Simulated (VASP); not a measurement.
Wanted: the native input for a VASP 6.6.1 run.

```
Task                   : single point
Functional             : PBE
Potentials or basis    : VASP PAW PBE potentials, release 64 (Al, Ni)
Cutoff                 : 520 eV
k mesh                 : 16 × 16 × 14
Occupations            : gaussian, width 0.1 eV
Spin                   : no spin polarisation
Dipole correction      : no
Further INCAR settings : ALGO = Normal; EDIFF = 1e-06; NBANDS = 14
```

The structure of AlNi lies in POSCAR:

```
AlNi
1.0
    2.0828750729     -2.0828750729      0.0000000000
    2.0828750729      2.0828750729      0.0000000000
    0.0000000000      0.0000000000      2.9580412257
Al Ni
1 1
Direct
    0.0000000000      0.0000000000      0.0000000000
    0.5000000000      0.5000000000      0.5000000000
```

One way to write it, as run:

INCAR

```
PREC     = Accurate       # precision mode
ENCUT    = 520            # plane-wave cutoff, eV
EDIFF    = 1E-6           # SCF threshold, eV
ISMEAR   = 0              # smearing method
SIGMA    = 0.1            # smearing width, eV
LREAL    = F              # projectors in reciprocal space
LASPH    = T              # aspherical terms in the spheres
NELM     = 60             # most SCF steps
ALGO     = Normal         # electronic algorithm
ISIF     = 2              # what is computed and relaxed
LWAVE    = F              # write WAVECAR
LCHARG   = F              # write CHGCAR
GGA      = PE             # functional
NBANDS   = 14             # bands
```

KPOINTS

```
Automatic mesh
0
Gamma
  16 16 14
```

Potentials or basis: VASP PAW PBE potentials, release 64 (Al, Ni).

The run is started by

```console
$ cat potpaw_PBE.64/Al/POTCAR potpaw_PBE.64/Ni/POTCAR > POTCAR
$ mpirun -np 1 vasp_std > vasp.out
```

It gave:

```yaml
Pressure: -8.1 GPa
Band_gap_on_the_k_mesh: zero (an odd number of electrons rules out a gap without spin polarisation)
```

Caveat: the cell stands under tension.

Wall time 2.5 min on 1 thread of Intel Xeon 8259CL, on a shared host, peak memory 0.25 GiB.
